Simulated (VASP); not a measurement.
H9C6N5, 40 atoms in the cell. The cell holds an amorphous packing of atoms, 40 atoms: a = 8.609 Å, b = 8.609 Å, c = 8.609 Å, α = 90.00°, β = 90.00°, γ = 90.00°. 

| Item | Value |
| --- | --- |
| Program | VASP 6.6.1 |
| Task | single point |
| Functional | PBE |
| Potentials or basis | VASP PAW PBE potentials, release 64 (N, C, H) |
| Cutoff | 520 eV |
| k mesh | 1 × 1 × 1 |
| Occupations | fermi-dirac, width 0.05 eV |
| Spin | no spin polarisation |
| Dipole correction | no |
| Further INCAR settings | LREAL = Auto; ALGO = Normal; EDIFF = 1e-06; NBANDS = 84 |

Potentials or basis: VASP PAW PBE potentials, release 64 (N, C, H).

The run is started by

```sh
$ cat potpaw_PBE.64/N/POTCAR potpaw_PBE.64/C/POTCAR potpaw_PBE.64/H/POTCAR > POTCAR
$ mpirun -np 1 vasp_gam > vasp.out
```

Hardware: 1 thread of Intel(R) Xeon(R) Platinum 8488C (Sapphire Rapids) (shared host).

Task: How long does it take, and how much memory?

Result: Wall time 57 s on 1 thread of Intel(R) Xeon(R) Platinum 8488C (Sapphire Rapids), with other jobs on the host, peak memory 0.55 GiB. Counts: scf iterations 17, k points 1.
